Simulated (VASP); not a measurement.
# Rh: single point with r2SCAN

The system is Rh.

```xyz
2
Lattice="2.6941 0.0000 0.0000 -1.3470 2.3331 0.0000 0.0000 0.0000 4.3686" Properties=species:S:1:pos:R:3 pbc="T T T"
Rh    0.0000    1.5554    1.0922
Rh    1.3470    0.7777    3.2765
```

```
Program                : VASP 6.6.1
Task                   : single point
Functional             : r2SCAN
Potentials or basis    : VASP PAW PBE potentials, release 64 (Rh_pv)
Cutoff                 : 520 eV
k mesh                 : 11 × 11 × 6
Occupations            : fermi-dirac, width 0.05 eV
Spin                   : no spin polarisation
Dipole correction      : no
Further INCAR settings : ALGO = Normal; EDIFF = 1e-06; NBANDS = 22
```

* Pressure: 2.0 GPa
* Band gap on the k mesh: zero (band 15 reaches 12.49 eV, above the bottom of band 16 at 10.05 eV)

Stress tensor (GPa, compression positive):
```
2.41 0.00 0.00
0.00 2.41 0.00
0.00 0.00 1.13
```

Levels at points of the mesh, in eV from the Fermi level:
| k point | band 13 | band 14 | band 15 | band 16 | band 17 | band 18 |
| --- | --- | --- | --- | --- | --- | --- |
| (0.00, 0.00, 0.00) | -2.61 | -1.97 | -1.97 | 0.15 | 0.15 | 0.86 |
| (0.00, 0.00, 0.50) | -3.26 | -3.26 | -0.45 | -0.45 | -0.45 | -0.45 |

Run time: 59 s on 1 thread of Intel(R) Xeon(R) 6975P-C (Granite Rapids), on a shared host, peak memory 0.15 GiB.

Caveat: the PAW data sets were made with another functional, which shifts forces and pressure a little.
